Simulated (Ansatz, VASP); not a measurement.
## ZnO: VASP beside Ansatz

```
Zn O
1.0
     3.32196    0.00000    0.00000
    -1.66098    2.87691    0.00000
     0.00000    0.00000    4.93345
Zn O
2 2
Direct
  0.33333 0.66667 0.00158
  0.66667 0.33333 0.50158
  0.33333 0.66667 0.38052
  0.66667 0.33333 0.88052
```

Alike in both runs: task single point; functional PBEsol; k mesh 9 × 9 × 6; occupations gaussian, width 0.05 eV; no spin polarisation.

|  | VASP | Ansatz |
| --- | --- | --- |
| version | VASP 6.6.1 | Ansatz 0.2.0 |
| potentials or method | VASP PAW PBE potentials, release 64 (Zn, O), cutoff 520 eV | scalar-relativistic, plane waves, PAW |
| valence electrons in the cell | 36 | 36 |

```tsv
	VASP	Ansatz	Ansatz less VASP
gap on the k mesh at the Fermi level (eV)	0.71	0.73	+0.018
least direct gap on the mesh (eV)	0.71	0.73	+0.018
pressure (GPa)	2.5	1.5	-0.97
traceless stress, the component that is largest in VASP (GPa)	14.40	13.89	-0.504
rms of the force components (eV/Å)	0.602	0.573	-0.0295
```

VASP's potentials were made for PBE, not for PBEsol, and Ansatz warns of the same on its side. Atom by atom the forces differ by 0.029 eV/Å (rms over components). The functional is the same, so the differences come from potentials, cutoffs and numerics.
